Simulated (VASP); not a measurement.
Wanted: the native input for a VASP 6.6.1 run.

```
Task                   : single point
Functional             : PBE
Dispersion             : D3(BJ)
Potentials or basis    : VASP PAW PBE potentials, release 64 (Ti_sv, C)
Cutoff                 : 520 eV
k mesh                 : 11 × 11 × 11
Occupations            : fermi-dirac, width 0.05 eV
Spin                   : no spin polarisation
Dipole correction      : no
Further INCAR settings : ALGO = Normal; EDIFF = 1e-06; NBANDS = 15
```

The structure of TiC lies in POSCAR:

```
TiC
1.0
    0.0000000000      2.2081947028      2.2081947028
    2.2081947028      0.0000000000      2.2081947028
    2.2081947028      2.2081947028      0.0000000000
Ti C
1 1
Direct
    0.0000000000      0.0000000000      0.0000000000
    0.5000000000      0.5000000000      0.5000000000
```

One way to write it, as run:

INCAR

```
SYSTEM = TiC
PREC = Accurate
ENCUT = 520
EDIFF = 1E-6
ISMEAR = -1
SIGMA = 0.05
LREAL = .False.
LASPH = .True.
NELM = 80
ALGO = Normal
ISIF = 2
LWAVE = .False.
LCHARG = .False.
GGA = PE
IVDW = 12
NBANDS = 15
```

KPOINTS

```
Automatic mesh
0
Gamma
  11 11 11
  0 0 0
```

Potentials or basis: VASP PAW PBE potentials, release 64 (Ti_sv, C).

The run is started by

```console
$ cat potpaw_PBE.64/Ti_sv/POTCAR potpaw_PBE.64/C/POTCAR > POTCAR
$ mpirun -np 1 vasp_std > vasp.out
```

It gave:

```
Pressure                   : -19.0 GPa
Band gap on the k mesh     : zero (band 8 reaches 9.41 eV, above the bottom of band 9 at 8.34 eV)
Dispersion energy per atom : -0.419 eV
```

Caveat: pairwise dispersion overbinds metals, which lowers pressure and volume.

Wall time 7.2 s on 1 thread of Intel(R) Xeon(R) 6975P-C (Granite Rapids), on a shared host, peak memory 0.16 GiB.
